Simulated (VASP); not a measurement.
# TiN (Osbornite) (Fm-3m) in VASP: further runs

The runs below take TiN (Osbornite) through single point, with LDA.

Everything below comes from runs of VASP 6.6.1. Logs are shortened: lines on timing, memory, paths and dates and some standing lists are left out, and cuts for length are marked.

**1. The cell of the first run**

It takes space group Fm-3m (No. 225, cubic). The conventional cell has a = 4.181 Å, b = 4.181 Å, c = 4.181 Å, α = 90.00°, β = 90.00°, γ = 90.00°. Within 2.8 Å of Ti (site symmetry m-3m) lie 6 N at 2.09 Å. N (site symmetry m-3m) has 6 Ti at 2.09 Å within 2.8 Å.

**2. Single point, LDA**

File INCAR:

```
  PREC = Accurate
  ENCUT = 520
  EDIFF = 1E-6
  ISMEAR = 1
  SIGMA = 0.1
  LREAL = F
  LASPH = T
  NELM = 60
  ALGO = Normal
  ISIF = 2
  LWAVE = F
  LCHARG = F
  NBANDS = 16
```

File KPOINTS:

```
regular mesh
0
Gamma
  12 12 12
```

File POSCAR:

```
TiN
1.0
    0.0000000000      2.0903613542      2.0903613542
    2.0903613542      0.0000000000      2.0903613542
    2.0903613542      2.0903613542      0.0000000000
Ti N
1 1
Direct
    0.0000000000      0.0000000000      0.0000000000
    0.5000000000      0.5000000000      0.5000000000
```

Potentials or basis: VASP PAW LDA potentials, release 64 (Ti_sv, N).

On the command line:

```sh
> cat potpaw_LDA.64/Ti_sv/POTCAR potpaw_LDA.64/N/POTCAR > POTCAR
> mpirun -np 1 vasp_std > vasp.out
```

OUTCAR:

```text
PREC = Accurate
   ENCUT = 520
   EDIFF = 1E-6
   ISMEAR = 1
   LREAL = F
   LASPH = T
   NELM = 60
   ISIF = 2

 ion  position               nearest neighbor table
   1  0.000  0.000  0.000-   2 2.09   2 2.09   2 2.09   2 2.09   2 2.09   2 2.09
   2  0.500  0.500  0.500-   1 2.09   1 2.09   1 2.09   1 2.09   1 2.09   1 2.09

  LATTYP: Found a face centered cubic cell.
 ALAT       =     4.1807227084

  Lattice vectors:

 A1 = (   0.0000000000,   2.0903613542,   2.0903613542)
 A2 = (   2.0903613542,   0.0000000000,   2.0903613542)
 A3 = (   2.0903613542,   2.0903613542,   0.0000000000)

Analysis of symmetry for initial positions (statically):
=====================================================================
 Subroutine PRICEL returns:
 Original cell was already a primitive cell.

 Routine SETGRP: Setting up the symmetry group for a
 face centered cubic supercell.

 Subroutine GETGRP returns: Found 48 space group operations
[... 9 lines left out ...]

 Routine SETGRP: Setting up the symmetry group for a
 face centered cubic supercell.

 Subroutine GETGRP returns: Found 48 space group operations
[... 11 lines left out ...]
                                     Primitive cell

  volume of cell :      18.2681

  direct lattice vectors                    reciprocal lattice vectors
     0.000000000  2.090361354  2.090361354    -0.239193094  0.239193094  0.239193094
     2.090361354  0.000000000  2.090361354     0.239193094 -0.239193094  0.239193094
     2.090361354  2.090361354  0.000000000     0.239193094  0.239193094 -0.239193094

  length of vectors
     2.956217377  2.956217377  2.956217377     0.414294592  0.414294592  0.414294592

  position of ions in fractional coordinates (direct lattice)
     0.000000000  0.000000000  0.000000000
     0.500000000  0.500000000  0.500000000

  ion indices of the primitive-cell ions
   primitive index   ion index
                 1           1
                 2           2

----------------------------------------------------------------------------------------

 KPOINTS: regular mesh

Automatic generation of k-mesh.
 Grid dimensions read from file:
 generate k-points for:   12   12   12

 Generating k-lattice:

  Cartesian coordinates                     Fractional coordinates (reciprocal lattice)
    -0.019932758  0.019932758  0.019932758     0.083333333  0.000000000  0.000000000
     0.019932758 -0.019932758  0.019932758     0.000000000  0.083333333  0.000000000
     0.019932758  0.019932758 -0.019932758     0.000000000  0.000000000  0.083333333

  Length of vectors
     0.034524549  0.034524549  0.034524549

  Shift w.r.t. Gamma in fractional coordinates (k-lattice)
     0.000000000  0.000000000  0.000000000

 Subroutine IBZKPT returns following result:
 ===========================================

 Found     72 irreducible k-points:

 Following reciprocal coordinates:
            Coordinates               Weight
  0.000000  0.000000  0.000000      1.000000
  0.083333  0.000000  0.000000      8.000000
  0.166667  0.000000  0.000000      8.000000
  0.250000  0.000000  0.000000      8.000000
  0.333333  0.000000  0.000000      8.000000
  0.416667  0.000000  0.000000      8.000000
[... 16 lines left out ...]
  0.500000  0.166667  0.000000     24.000000
 -0.416667  0.166667  0.000000     24.000000
 [... further k-points ...]
   k-points           NKPTS =     72   k-points in BZ     NKDIM =     72   number of bands    NBANDS=     16
   number of dos      NEDOS =    301   number of ions     NIONS =      2
   total plane-waves  NPLWV =  13824
   dimension x,y,z NGX =    24 NGY =   24 NGZ =   24
   dimension x,y,z NGXF=    48 NGYF=   48 NGZF=   48
   ions per type =               1   1
   NGX,Y,Z   is equivalent  to a cutoff of  13.50, 13.50, 13.50 a.u.
   NGXF,Y,Z  is equivalent  to a cutoff of  26.99, 26.99, 26.99 a.u.
 SYSTEM =  unknown system
   PREC   = accura    normal or accurate (medium, high low for compatibility)
   ISTART =      0    job   : 0-new  1-cont  2-samecut
   ICHARG =      2    charge: 1-file 2-atom 10-const
   ISPIN  =      1    spin polarized calculation?
   LNONCOLLINEAR =      F non collinear calculations
   LSORBIT =      F    spin-orbit coupling
   LASPH  =      T    aspherical Exc in radial PAW
   ENCUT  =  520.0 eV  38.22 Ry    6.18 a.u.   5.50  5.50  5.50*2*pi/ulx,y,z
   NELM   =     60;   NELMIN=  2; NELMDL= -5     # of ELM steps
   EDIFF  = 0.1E-05   stopping-criterion for ELM
   LREAL  =      F    real-space projection
   EDIFFG = 0.1E-04   stopping-criterion for IOM
   NSW    =      0    number of steps for IOM
   IBRION =     -1    ionic relax: 0-MD 1-quasi-New 2-CG
   NFREE  =      0    steps in history (QN), initial steepest desc. (CG)
   ISIF   =      2    stress and relaxation
   ISYM   =      2    0-nonsym 1-usesym 2-fastsym
   POTIM  = 0.5000    time-step for ionic-motion
   TEBEG  =    0.0;   TEEND  =   0.0 temperature during run
   PSTRESS=    0.0 pullay stress
   NELECT =      17.0000    total number of electrons
   NUPDOWN=      -1.0000    fix difference up-down
   EMIN   =  10.00;   EMAX   =-10.00  energy-range for DOS
   EFERMI =   0.00;   METHOD = LEGACY
   ISMEAR =     1;   SIGMA  =   0.10  broadening in eV -4-tet -1-fermi 0-gaus
   EFERMI_NEDOS =   21; number of points for ismear=-14 and -15
   IALGO  =     38    algorithm
   IMIX   =      4    mixing-type and parameters
     AMIX     =   0.40;   BMIX     =  1.00
     AMIX_MAG =   1.60;   BMIX_MAG =  1.00
  volume/ion in A,a.u.               =       9.13        61.64
  Fermi-wavevector in a.u.,A,eV,Ry     =   1.598305  3.020359 34.757174  2.554580
  Thomas-Fermi vector in A             =   2.695776
   LORBIT       =      0    0 simple, 1 ext, 2 COOP (PROOUT), +10 PAW based schemes
   GGA     = CA    functional components
   LHFCALC =     F    Hartree Fock is set to
   AEXX    =    0.0000 exact exchange contribution
   IVDW    =     0    specifies the selected vdW correction
   LEPSILON=     F    determine dielectric tensor
   LRPA    =     F    only Hartree local field effects (RPA)
 non-spin polarized calculation
 Methfessel and Paxton  Order N= 1 SIGMA  =   0.10
  energy-cutoff  :      520.00
  volume of cell :       18.27
 maximum number of plane-waves:       531
 NGX is ok and might be reduce to    24
   NGX = 11   NGY = 11   NGZ = 11

 number of electron      16.9999996 magnetization

 Free energy of the ion-electron system (eV)
  ---------------------------------------------------
  ext. energy  EPLUGINS =         0.00000000
  ---------------------------------------------------
  free energy    TOTEN  =       -21.67314285 eV

  energy without entropy =      -21.67267306  energy(sigma->0) =      -21.67298625

 E-fermi :  11.7092     XC(G=0): -13.6116

 val. band max:       11.7056667969   @ k =   0.5000   0.2500   0.0833
 cond. band min:      11.7521545581   @ k =   0.0833   0.0833   0.0000
 fundamental gap:      0.0464877612
 Fermi energy:        11.7092133926

 k-point     1 :       0.0000    0.0000    0.0000
  band No.  band energies     occupation
      1     -45.3139      2.00000
      2     -21.6347      2.00000
      3     -21.6347      2.00000
      4     -21.6347      2.00000
      5      -5.3168      2.00000
      6       9.7259      2.00000
[... 8 lines left out ...]
     15      25.0869      0.00000
     16      32.1618      0.00000

 k-point     2 :       0.0833    0.0000    0.0000
  band No.  band energies     occupation
      1     -45.3057      2.00000
      2     -21.6902      2.00000
      3     -21.6391      2.00000
      4     -21.6391      2.00000
      5      -5.1686      2.00000
      6       8.9621      2.00000
[... 8 lines left out ...]
     15      25.2221      0.00000
     16      31.9559      0.00000

 k-point     3 :       0.1667    0.0000    0.0000
  band No.  band energies     occupation
      1     -45.2830      2.00000
      2     -21.8395      2.00000
      3     -21.6513      2.00000
      4     -21.6513      2.00000
      5      -4.7501      2.00000
      6       7.5751      2.00000
[... 8 lines left out ...]
     15      25.3058      0.00000
     16      31.1854      0.00000

 k-point     4 :       0.2500    0.0000    0.0000
  band No.  band energies     occupation
      1     -45.2518      2.00000
      2     -22.0378      2.00000
      3     -21.6677      2.00000
      4     -21.6677      2.00000
      5      -4.1344      2.00000
      6       6.1080      2.00000
[... 8 lines left out ...]
     15      25.0769      0.00000
     16      29.8148      0.00000

 k-point     5 :       0.3333    0.0000    0.0000
  band No.  band energies     occupation
      1     -45.2204      2.00000
      2     -22.2304      2.00000
      3     -21.6841      2.00000
      4     -21.6841      2.00000
      5      -3.4389      2.00000
      6       4.7885      2.00000
[... 8 lines left out ...]
     15      25.1984      0.00000
     16      28.2891      0.00000

 k-point     6 :       0.4167    0.0000    0.0000
  band No.  band energies     occupation
      1     -45.1973      2.00000
      2     -22.3679      2.00000
      3     -21.6960      2.00000
      4     -21.6960      2.00000
      5      -2.8423      2.00000
      6       3.8194      2.00000
[... 8 lines left out ...]
     15      25.7712      0.00000
     16      27.1084      0.00000
[... 267 lines left out ...]
 k-point    21 :       0.3333    0.1667    0.0000
  band No.  band energies     occupation
      1     -45.2208      2.00000
      2     -22.1041      2.00000
      3     -21.7443      2.00000
      4     -21.7409      2.00000
      5      -3.7963      2.00000
      6       5.2489      2.00000
[... 8 lines left out ...]
     15      25.3273      0.00000
     16      28.1111      0.00000

 k-point    22 :       0.4167    0.1667    0.0000
  band No.  band energies     occupation
      1     -45.1950      2.00000
      2     -22.2421      2.00000
      3     -21.7754      2.00000
      4     -21.7525      2.00000
      5      -3.3093      2.00000
      6       4.6683      2.00000
[... 8 lines left out ...]
     15      25.2388      0.00000
     16      26.9556      0.00000

 k-point    23 :       0.5000    0.1667    0.0000
  band No.  band energies     occupation
      1     -45.1788      2.00000
      2     -22.3245      2.00000
      3     -21.8114      2.00000
      4     -21.7464      2.00000
      5      -2.9482      2.00000
      6       4.2159      2.00000
[... 8 lines left out ...]
     15      25.4486      0.00000
     16      26.2364      0.00000

 k-point    24 :      -0.4167    0.1667    0.0000
  band No.  band energies     occupation
      1     -45.1767      2.00000
      2     -22.3332      2.00000
      3     -21.8374      2.00000
      4     -21.7278      2.00000
      5      -2.8472      2.00000
      6       4.0711      2.00000
[... 8 lines left out ...]
     15      25.1950      0.00000
     16      26.2752      0.00000

 [... further k-points ...]
[... 5 lines left out ...]
  --------------------------------------------------------------------------------------
  -------------------------------------------------------------------------------------
  Total       -0.1173544     -0.1173544     -0.1173544      0.0000000     -0.0000000      0.0000000
  in kB      -10.2923821    -10.2923821    -10.2923821      0.0000000     -0.0000000      0.0000000
  external PRESSURE =     -10.2923821 kB  Pullay stress =       0.0000000 kB

 VOLUME and BASIS-vectors are now :
 -----------------------------------------------------------------------------
  energy-cutoff  :      520.00
  volume of cell :       18.27
      direct lattice vectors                 reciprocal lattice vectors
     0.000000000  2.090361354  2.090361354    -0.239193094  0.239193094  0.239193094
     2.090361354  0.000000000  2.090361354     0.239193094 -0.239193094  0.239193094
     2.090361354  2.090361354  0.000000000     0.239193094  0.239193094 -0.239193094

 POSITION                                       TOTAL-FORCE (eV/Angst)
 -----------------------------------------------------------------------------------
      0.00000      0.00000      0.00000         0.000000      0.000000      0.000000
      2.09036      2.09036      2.09036         0.000000      0.000000     -0.000000
 -----------------------------------------------------------------------------------
    total drift:                                0.000000     -0.000000     -0.000000

  FREE ENERGIE OF THE ION-ELECTRON SYSTEM (eV)
  ---------------------------------------------------
  free  energy   TOTEN  =       -21.6731428525 eV

  energy  without entropy=      -21.6726730580  energy(sigma->0) =      -21.67298625
```

Wall time 56 s (1 thread of AMD EPYC 7R13, shared host); peak memory 0.11 GiB.

What came out:

- Free energy: -21.6731 eV
- Pressure: -1.0 GPa

**3. Single point, LDA**

This run uses another cell than the first one, of 9.51 Å³/atom, 1.042 times its volume.

File INCAR:

```
ALGO     = Normal         # electronic algorithm
EDIFF    = 1E-6           # SCF threshold, eV
ENCUT    = 520            # plane-wave cutoff, eV
GGA      = CA             # functional
ISIF     = 2              # what is computed and relaxed
ISMEAR   = 1              # smearing method
LASPH    = True           # aspherical terms in the spheres
LCHARG   = False          # write CHGCAR
LREAL    = False          # projectors in reciprocal space
LWAVE    = False          # write WAVECAR
NBANDS   = 16             # bands
NELM     = 100            # most SCF steps
PREC     = Accurate       # precision mode
SIGMA    = 0.1            # smearing width, eV
```

File KPOINTS:

```
k-points
0
Gamma
  12 12 12
```

File POSCAR:

```
TiN
1.0
    0.0000000000      2.1190000000      2.1190000000
    2.1190000000      0.0000000000      2.1190000000
    2.1190000000      2.1190000000      0.0000000000
Ti N
1 1
Direct
    0.0000000000      0.0000000000      0.0000000000
    0.5000000000      0.5000000000      0.5000000000
```

Potentials or basis: VASP PAW LDA potentials, release 64 (Ti_sv, N).

On the command line:

```sh
> cat potpaw_LDA.64/Ti_sv/POTCAR potpaw_LDA.64/N/POTCAR > POTCAR
> mpirun -np 1 vasp_std > vasp.out
```

Run time: 54 s. Hardware: 1 thread of AMD EPYC 7R13, shared host; peak memory 0.11 GiB.

The run converged. Its results:

* Free energy: -21.6401 eV
* Pressure: -12.8 GPa

Levels at points of the mesh, in eV from the Fermi level:
| k point | band 6 | band 7 | band 8 | band 9 | band 10 | band 11 | band 12 | band 13 |
| --- | --- | --- | --- | --- | --- | --- | --- | --- |
| (0.00, 0.00, 0.00) | -1.93 | -1.93 | -1.93 | -0.58 | -0.58 | -0.58 | 0.62 | 0.62 |
| (0.50, 0.00, 0.00) | -8.01 | -5.42 | -5.42 | 1.75 | 1.75 | 2.43 | 5.83 | 5.83 |
| (0.50, 0.50, 0.00) | -5.71 | -3.12 | -3.12 | -3.05 | 1.69 | 2.46 | 2.46 | 3.75 |

**4. Single point, LDA**

This run uses another cell than the first one, of 9.90 Å³/atom, 1.083 times its volume.

File INCAR:

```
PREC = Accurate
ENCUT = 520
EDIFF = 1E-6
ISMEAR = 1
SIGMA = 0.1
LREAL = False
LASPH = True
NELM = 100
ALGO = Normal
ISIF = 2
LWAVE = False
LCHARG = True
GGA = CA
LELF = True
LVHAR = True
NBANDS = 16
```

File KPOINTS:

```
regular mesh
0
Gamma
  12 12 12
```

File POSCAR:

```
TiN
1.0
    0.0000000000      2.1468847767      2.1468847767
    2.1468847767      0.0000000000      2.1468847767
    2.1468847767      2.1468847767      0.0000000000
Ti N
1 1
Direct
    0.0000000000      0.0000000000      0.0000000000
    0.5000000000      0.5000000000      0.5000000000
```

On the command line:

```sh
> cat potpaw_LDA.64/Ti_sv/POTCAR potpaw_LDA.64/N/POTCAR > POTCAR
> mpirun -np 1 vasp_std > vasp.out
```

It took 56 s on 1 thread of AMD EPYC 7R13, shared host; peak memory 0.11 GiB.

The run converged. Its results:

```
Free energy : -21.5570 eV
Pressure    : -22.3 GPa
```

Levels at points of the mesh, in eV from the Fermi level:
```csv
k point,band 7,band 8,band 9,band 10,band 11,band 12
"(0.00, 0.00, 0.00)",-1.88,-1.88,-0.55,-0.55,-0.55,0.58
"(0.50, 0.00, 0.00)",-5.21,-5.21,1.64,1.64,2.29,5.53
"(0.50, 0.50, 0.00)",-3.06,-3.06,-2.88,1.59,2.31,2.31
```

**5. Single point, LDA**

This run uses another cell than the first one, of 10.28 Å³/atom, 1.125 times its volume.

File INCAR:

```
SYSTEM = TiN
PREC     = Accurate       ! precision mode
ENCUT    = 520            ! plane-wave cutoff, eV
EDIFF    = 1E-6           ! SCF threshold, eV
ISMEAR   = 1              ! smearing method
SIGMA    = 0.1            ! smearing width, eV
LREAL    = .False.        ! projectors in reciprocal space
LASPH    = .True.         ! aspherical terms in the spheres
NELM     = 60             ! most SCF steps
ALGO     = Normal         ! electronic algorithm
ISIF     = 2              ! what is computed and relaxed
LWAVE    = .False.        ! write WAVECAR
LCHARG   = .False.        ! write CHGCAR
GGA      = CA             ! functional
NBANDS   = 16             ! bands
```

File KPOINTS:

```
Automatic mesh
0
Gamma
  12 12 12
  0 0 0
```

File POSCAR:

```
TiN
1.0
    0.0000000000      2.1740634186      2.1740634186
    2.1740634186      0.0000000000      2.1740634186
    2.1740634186      2.1740634186      0.0000000000
Ti N
1 1
Direct
    0.0000000000      0.0000000000      0.0000000000
    0.5000000000      0.5000000000      0.5000000000
```

On the command line:

```sh
> cat potpaw_LDA.64/Ti_sv/POTCAR potpaw_LDA.64/N/POTCAR > POTCAR
> mpirun -np 1 vasp_std > vasp.out
```

Run time: 50 s. Hardware: 1 thread of AMD EPYC 7R13, shared host; peak memory 0.11 GiB.

Results (log left out):

```yaml
Free_energy: -21.4337 eV
Pressure: -29.9 GPa
```

Levels at points of the mesh, in eV from the Fermi level:
```
           k point  band 6  band 7  band 8  band 9  band 10  band 11  band 12  band 13
(0.00, 0.00, 0.00)   -1.83   -1.83   -1.83   -0.52    -0.52    -0.52     0.54     0.54
(0.50, 0.00, 0.00)   -7.53   -5.02   -5.02    1.54     1.54     2.15     5.25     5.25
(0.50, 0.50, 0.00)   -5.51   -2.99   -2.99   -2.73     1.50     2.17     2.17     3.20
```

**6. Single point, LDA**

This run uses another cell than the first one, of 10.66 Å³/atom, 1.167 times its volume.

File INCAR:

```
SYSTEM = TiN
  PREC = Accurate
  ENCUT = 520
  EDIFF = 1E-6
  ISMEAR = 1
  SIGMA = 0.1
  LREAL = .FALSE.
  LASPH = .TRUE.
  NELM = 80
  ALGO = Normal
  ISIF = 2
  LWAVE = .FALSE.
  LCHARG = .TRUE.
  GGA = CA
  LELF = .TRUE.
  LVHAR = .TRUE.
  NBANDS = 16
```

File KPOINTS:

```
Automatic mesh
0
G
  12 12 12
  0 0 0
```

File POSCAR:

```
TiN
1.0
    0.0000000000      2.2005790004      2.2005790004
    2.2005790004      0.0000000000      2.2005790004
    2.2005790004      2.2005790004      0.0000000000
Ti N
1 1
Direct
    0.0000000000      0.0000000000      0.0000000000
    0.5000000000      0.5000000000      0.5000000000
```

Potentials or basis: VASP PAW LDA potentials, release 64 (Ti_sv, N).

On the command line:

```sh
> cat potpaw_LDA.64/Ti_sv/POTCAR potpaw_LDA.64/N/POTCAR > POTCAR
> mpirun -np 1 vasp_std > vasp.out
```

Wall time 53 s (1 thread of AMD EPYC 7R13, shared host); peak memory 0.11 GiB.

Results (log left out):

```
Free energy : -21.2781 eV
Pressure    : -35.9 GPa
```

Levels at points of the mesh, in eV from the Fermi level:
```
           k point  band 6  band 7  band 8  band 9  band 10  band 11  band 12  band 13
(0.00, 0.00, 0.00)   -1.78   -1.78   -1.78   -0.50    -0.50    -0.50     0.51     0.51
(0.50, 0.00, 0.00)   -7.31   -4.84   -4.84    1.45     1.45     2.03     4.99     4.99
(0.50, 0.50, 0.00)   -5.40   -2.93   -2.93   -2.59     1.41     2.05     2.05     2.96
```

**7. Overview**

| cell | gap on the mesh (eV) | pressure (GPa) |
| --- | --- | --- |
| a = 2.956 Å, angles 60.0°, 2 atoms | none | -1.0 |
| a = 2.997 Å, angles 60.0°, 2 atoms | none | -12.8 |
| a = 3.036 Å, angles 60.0°, 2 atoms | none | -22.3 |
| a = 3.075 Å, angles 60.0°, 2 atoms | none | -29.9 |
| a = 3.112 Å, angles 60.0°, 2 atoms | none | -35.9 |

Alike in all rows: task single point; level LDA; potentials or basis VASP PAW LDA potentials, release 64 (Ti_sv, N); no spin polarisation; k mesh 12 × 12 × 12; cutoff (eV) 520; smearing methfessel-paxton 0.1 eV.

Absolute energies hang on the potentials; compare differences alone.
